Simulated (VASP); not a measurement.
# SiC (P6_3mc) in VASP: notebook

The runs below take SiC through single point, with PBE.

Program: VASP 6.6.1. These are calculated values, not measurements. Logs are shortened: lines on timing, memory, paths and dates and some standing lists are left out, and cuts for length are marked.

### 1 The cell of the first run

The structure is hexagonal, space group P6_3mc (No. 186). Conventional cell: a = 3.239 Å, b = 3.239 Å, c = 10.669 Å, α = 90.00°, β = 90.00°, γ = 120.00°. Within 2.6 Å of Si (site symmetry 3m) lie 4 C at 1.99 to 2.01 Å. Within 2.6 Å of Si (site symmetry 3m) lie 4 C at 1.98 to 2.00 Å. Within 2.6 Å of C (site symmetry 3m) lie 4 Si at 1.98 to 2.01 Å. Within 2.6 Å of C (site symmetry 3m) lie 4 Si at 1.99 to 2.00 Å.

### 2 Single point, PBE

INCAR

```
PREC = Accurate
ENCUT = 520
EDIFF = 1E-6
ISMEAR = 0
SIGMA = 0.05
LREAL = F
LASPH = T
NELM = 80
ALGO = Normal
ISIF = 2
LWAVE = F
LCHARG = F
GGA = PE
NBANDS = 26
```

KPOINTS

```
Automatic mesh
0
Gamma
  12 12 4
```

POSCAR

```
SiC
1.0
    3.2385000000      0.0000000000      0.0000000000
   -1.6192500000      2.8046232702      0.0000000000
    0.0000000000      0.0000000000     10.6694000000
Si C
4 4
Direct
    0.6666666667      0.3333333333      0.9378436843
    0.3333333333      0.6666666667      0.4378436843
    0.0000000000      0.0000000000      0.6878989045
    0.0000000000      0.0000000000      0.1878989045
    0.6666666667      0.3333333333      0.7498087506
    0.3333333333      0.6666666667      0.2498087506
    0.0000000000      0.0000000000      0.5004476606
    0.0000000000      0.0000000000      0.0004476606
```

Potentials or basis: VASP PAW PBE potentials, release 64 (Si, C).

The run is started by

```console
$ cat potpaw_PBE.64/Si/POTCAR potpaw_PBE.64/C/POTCAR > POTCAR
$ mpirun -np 1 vasp_std > vasp.out
```

OUTCAR:

```text
PREC = Accurate
   ENCUT = 520
   EDIFF = 1E-6
   ISMEAR = 0
   LREAL = F
   LASPH = T
   NELM = 80
   ISIF = 2
   GGA = PE

 ion  position               nearest neighbor table
   1  0.667  0.333  0.938-   8 1.99   8 1.99   8 1.99   5 2.01
   2  0.333  0.667  0.438-   7 1.99   7 1.99   7 1.99   6 2.01
   3  0.000  0.000  0.688-   5 1.98   5 1.98   5 1.98   7 2.00
   4  0.000  0.000  0.188-   6 1.98   6 1.98   6 1.98   8 2.00
   5  0.667  0.333  0.750-   3 1.98   3 1.98   3 1.98   1 2.01
   6  0.333  0.667  0.250-   4 1.98   4 1.98   4 1.98   2 2.01
   7  0.000  0.000  0.500-   2 1.99   2 1.99   2 1.99   3 2.00
   8  0.000  0.000  0.000-   1 1.99   1 1.99   1 1.99   4 2.00

  LATTYP: Found a hexagonal cell.
 ALAT       =     3.2385000000
 C/A-ratio  =     3.2945499460

  Lattice vectors:

 A1 = (   3.2385000000,   0.0000000000,   0.0000000000)
 A2 = (  -1.6192500000,   2.8046232702,   0.0000000000)
 A3 = (   0.0000000000,   0.0000000000,  10.6694000000)

Analysis of symmetry for initial positions (statically):
=====================================================================
 Subroutine PRICEL returns:
 Original cell was already a primitive cell.

 Routine SETGRP: Setting up the symmetry group for a
 hexagonal supercell.

 Subroutine GETGRP returns: Found 12 space group operations
 (whereof  6 operations were pure point group operations)
 out of a pool of 24 trial point group operations.

The static configuration has the point symmetry C_3v.
 The point group associated with its full space group is C_6v.

Analysis of symmetry for dynamics (positions and initial velocities):
=====================================================================
 Subroutine PRICEL returns:
 Original cell was already a primitive cell.

 Routine SETGRP: Setting up the symmetry group for a
 hexagonal supercell.

 Subroutine GETGRP returns: Found 12 space group operations
 (whereof  6 operations were pure point group operations)
 out of a pool of 24 trial point group operations.

The dynamic configuration has the point symmetry C_3v.
 The point group associated with its full space group is C_6v.

 Subroutine INISYM returns: Found 12 space group operations
 (whereof  6 operations are pure point group operations),
 and found     1 'primitive' translations

----------------------------------------------------------------------------------------

                                     Primitive cell

  volume of cell :      96.9077

[... 100 lines left out ...]
   EDIFF  = 0.1E-05   stopping-criterion for ELM
   LREAL  =      F    real-space projection
[... 7 lines left out ...]
   TEBEG  =    0.0;   TEEND  =   0.0 temperature during run
   PSTRESS=    0.0 pullay stress
   NELECT =      32.0000    total number of electrons
   NUPDOWN=      -1.0000    fix difference up-down
   EMIN   =  10.00;   EMAX   =-10.00  energy-range for DOS
   EFERMI =   0.00;   METHOD = LEGACY
   ISMEAR =     0;   SIGMA  =   0.05  broadening in eV -4-tet -1-fermi 0-gaus
   EFERMI_NEDOS =   21; number of points for ismear=-14 and -15
   IALGO  =     38    algorithm
   IMIX   =      4    mixing-type and parameters
     AMIX     =   0.40;   BMIX     =  1.00
     AMIX_MAG =   1.60;   BMIX_MAG =  1.00
  volume/ion in A,a.u.               =      12.11        81.75
  Fermi-wavevector in a.u.,A,eV,Ry     =   1.131545  2.138311 17.420834  1.280395
  Thomas-Fermi vector in A             =   2.268245
   LORBIT       =      0    0 simple, 1 ext, 2 COOP (PROOUT), +10 PAW based schemes
   GGA     = PE    functional components
   LHFCALC =     F    Hartree Fock is set to
   AEXX    =    0.0000 exact exchange contribution
   IVDW    =     0    specifies the selected vdW correction
   LEPSILON=     F    determine dielectric tensor
   LRPA    =     F    only Hartree local field effects (RPA)
 non-spin polarized calculation
 Gauss-broadening in eV      SIGMA  =   0.05
  energy-cutoff  :      520.00
  volume of cell :       96.91
 maximum number of plane-waves:      2652
   NGX = 13   NGY = 13   NGZ = 39

 number of electron      32.0000000 magnetization

 Free energy of the ion-electron system (eV)
  ---------------------------------------------------
  ext. energy  EPLUGINS =         0.00000000
  ---------------------------------------------------
  free energy    TOTEN  =       -59.20658195 eV

  energy without entropy =      -59.20658195  energy(sigma->0) =      -59.20658195

 E-fermi :   6.6995     XC(G=0): -10.6771

 val. band max:        6.4953380909   @ k =   0.0000   0.0000   0.0000
 cond. band min:       8.6368812255   @ k =   0.5000  -0.0000   0.0000
 fundamental gap:      2.1415431346
 Fermi energy:         6.6994890678

 k-point     1 :       0.0000    0.0000    0.0000
  band No.  band energies     occupation
      1      -7.7969      2.00000
      2      -6.7745      2.00000
      3      -6.7506      2.00000
      4      -4.8270      2.00000
      5      -1.2927      2.00000
      6       2.3432      2.00000
[... 685 lines left out ...]
     25      14.0182      0.00000
     26      14.7455      0.00000

 [... further k-points ...]

------------------------ aborting loop because EDIFF is reached ----------------------------------------

  FORCE on cell =-STRESS in cart. coord.  units (eV):
  Direction    XX          YY          ZZ          XY          YZ          ZX
  --------------------------------------------------------------------------------------
  -------------------------------------------------------------------------------------
  Total      -13.4423473    -13.4423473    -14.6435494      0.0000000      0.0000000     -0.0000000
  in kB     -222.2425760   -222.2425760   -242.1020725      0.0000000      0.0000000     -0.0000000
  external PRESSURE =    -228.8624082 kB  Pullay stress =       0.0000000 kB

 VOLUME and BASIS-vectors are now :
 -----------------------------------------------------------------------------
  energy-cutoff  :      520.00
  volume of cell :       96.91
      direct lattice vectors                 reciprocal lattice vectors
     3.238500000  0.000000000  0.000000000     0.308784931  0.178277063  0.000000000
    -1.619250000  2.804623270  0.000000000     0.000000000  0.356554126  0.000000000
     0.000000000  0.000000000 10.669400000     0.000000000  0.000000000  0.093725983

 POSITION                                       TOTAL-FORCE (eV/Angst)
 -----------------------------------------------------------------------------------
      1.61925      0.93487     10.00623        -0.000000      0.000000      0.031336
     -0.00000      1.86975      4.67153         0.000000     -0.000000      0.031336
      0.00000      0.00000      7.33947         0.000000     -0.000000     -0.024347
      0.00000      0.00000      2.00477        -0.000000      0.000000     -0.024347
      1.61925      0.93487      8.00001         0.000000     -0.000000     -0.010340
     -0.00000      1.86975      2.66531        -0.000000      0.000000     -0.010340
      0.00000      0.00000      5.33948         0.000000     -0.000000      0.003351
      0.00000      0.00000      0.00478        -0.000000      0.000000      0.003351
 -----------------------------------------------------------------------------------
    total drift:                               -0.000000     -0.000000      0.000366

  FREE ENERGIE OF THE ION-ELECTRON SYSTEM (eV)
  ---------------------------------------------------
  free  energy   TOTEN  =       -59.2065819459 eV

  energy  without entropy=      -59.2065819459  energy(sigma->0) =      -59.20658195
```

Wall time 77 s (1 thread of Intel Xeon Platinum 8488C (Sapphire Rapids), shared host); peak memory 0.25 GiB.

What came out:

```
Free energy            : -59.2066 eV
Pressure               : -22.9 GPa
Largest force          : 0.031 eV/Å
Band gap on the k mesh : 2.14 eV (least direct gap 3.23 eV)
```

Forces in eV/Å, atoms in the order of the input:
```
Si   0.000  0.000  0.031
Si   0.000  0.000  0.031
Si   0.000  0.000 -0.024
Si   0.000  0.000 -0.024
C    0.000  0.000 -0.010
C    0.000  0.000 -0.010
C    0.000  0.000  0.003
C    0.000  0.000  0.003
```

Stress tensor (GPa, compression positive):
```
-22.22   0.00   0.00
  0.00 -22.22   0.00
  0.00   0.00 -24.21
```

Caveat: the cell stands under tension. A k mesh can miss the band edges.

[end of part 1 of 2]
